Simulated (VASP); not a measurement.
A run of VASP 6.6.1 is set up as follows.

The input INCAR:

```
ALGO = Normal
EDIFF = 1E-6
ENCUT = 400
GGA = PE
GGA_COMPAT = F
ISIF = 2
ISMEAR = -1
ISYM = -1
LASPH = T
LCHARG = F
LREAL = Auto
LWAVE = F
NBANDS = 88
NELM = 120
PREC = Accurate
SIGMA = 0.0827
```

KPOINTS

```
explicit points
1
Reciprocal
  0.25000000   0.25000000   0.25000000 1
```

File POSCAR:

```
TiP4W3
1.0
    6.4402430000     -0.2009890000      0.1779060000
   -0.2009890000      6.6150230000      0.0195660000
    0.1779060000      0.0195660000      6.4856700000
Ti P W
2 8 6
Direct
    0.8155438103      0.0554874292      0.5930550268
    0.9219143531      0.9868646862      0.1330392867
    0.2461913726      0.3060621821      0.1426138957
    0.1272790713      0.9368225067      0.4483933688
    0.5739544117      0.7937199050      0.4134772726
    0.6009406900      0.0108368074      1.0035131317
    0.6542466532      0.5915105781      0.1186395698
    0.7958315536      0.2975028129      0.3125032343
    0.5986606273      0.3018610064      0.7651896365
    0.2166246807      0.6879989528      0.7920004845
    0.2490531619      0.7004352391      0.1745747521
    0.4654272825      0.4195592464      0.4153991180
    0.6102500876      0.6972781987      0.7623036483
    0.9312685446      0.5762403380      0.5554351393
    0.2653942516      0.0593841227      0.8555140580
    0.9571732783      0.4517974100      0.9444976791
```

Potentials or basis: VASP PAW PBE potentials, release 64 (Ti_sv, P, W_sv).

Launch:

```console
$ cat potpaw_PBE.64/Ti_sv/POTCAR potpaw_PBE.64/P/POTCAR potpaw_PBE.64/W_sv/POTCAR > POTCAR
$ mpirun -np 1 vasp_std > vasp.out
```

Estimate the pressure.

-10.1 GPa.

What does it give for the largest force?

2.876 eV/Å.

Forces on the atoms (eV/Å):
```
Ti  -0.256 -0.143  0.750
Ti   1.507 -0.071  0.510
P   -0.270 -0.411  0.028
P    0.562 -1.224  0.090
P   -0.110  0.002 -1.033
P   -2.216 -1.085 -1.478
P    0.196  0.099  0.391
P    0.778 -0.092 -0.352
P   -0.874  1.399 -0.706
P    0.899  0.662 -0.433
W   -0.175  0.122 -0.876
W    0.615  2.148  0.823
W   -1.082 -0.270  1.573
W    0.322 -0.015 -0.471
W    1.022 -0.126  0.100
W   -0.916 -0.995  1.084
```

Caveat: the atoms stand as in a frame of molecular dynamics.
